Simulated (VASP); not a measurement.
Set up this calculation in VASP 6.6.1, as the native input.

```yaml
Task: single point
Functional: PBEsol
Dispersion: D3(BJ)
Potentials_or_basis: VASP PAW PBE potentials, release 64 (C)
Cutoff: 520 eV
k_mesh: 18 × 18 × 18
Occupations: gaussian, width 0.03 eV
Spin: no spin polarisation
Dipole_correction: no
Further_INCAR_settings: ALGO = Normal; EDIFF = 1e-06; NBANDS = 11
```

The structure of C lies in POSCAR:

```
C
1.0
    0.0000000000      1.8896957608      3.5413525594
    1.0917384700      0.0000000000      3.5413525594
    1.0917384700      1.8896957608      0.0000000000
C
2
Direct
    0.1667066167      0.8332933833      0.1667066167
    0.8332933833      0.1667066167      0.8332933833
```

One way to write it, as run:

INCAR

```
ALGO = Normal
EDIFF = 1E-6
ENCUT = 520
GGA = PS
ISIF = 2
ISMEAR = 0
IVDW = 12
LASPH = T
LCHARG = F
LREAL = F
LWAVE = F
NBANDS = 11
NELM = 100
PREC = Accurate
SIGMA = 0.03
```

KPOINTS

```
k-points
0
Gamma
  18 18 18
```

Potentials or basis: VASP PAW PBE potentials, release 64 (C).

Run with:

```console
$ cat potpaw_PBE.64/C/POTCAR > POTCAR
$ mpirun -np 1 vasp_std > vasp.out
```

Results of the run:

The pressure is 155.0 GPa. The dispersion energy per atom is -0.101 eV.

Caveat: the stress differs along the axes, from -3 to 234 GPa; the PAW data sets were made with another functional, which shifts forces and pressure a little.

Run time: 67 s on 1 thread of AMD EPYC 9R45 96-Core Processor (Zen 5), with other jobs on the host, peak memory 0.21 GiB.
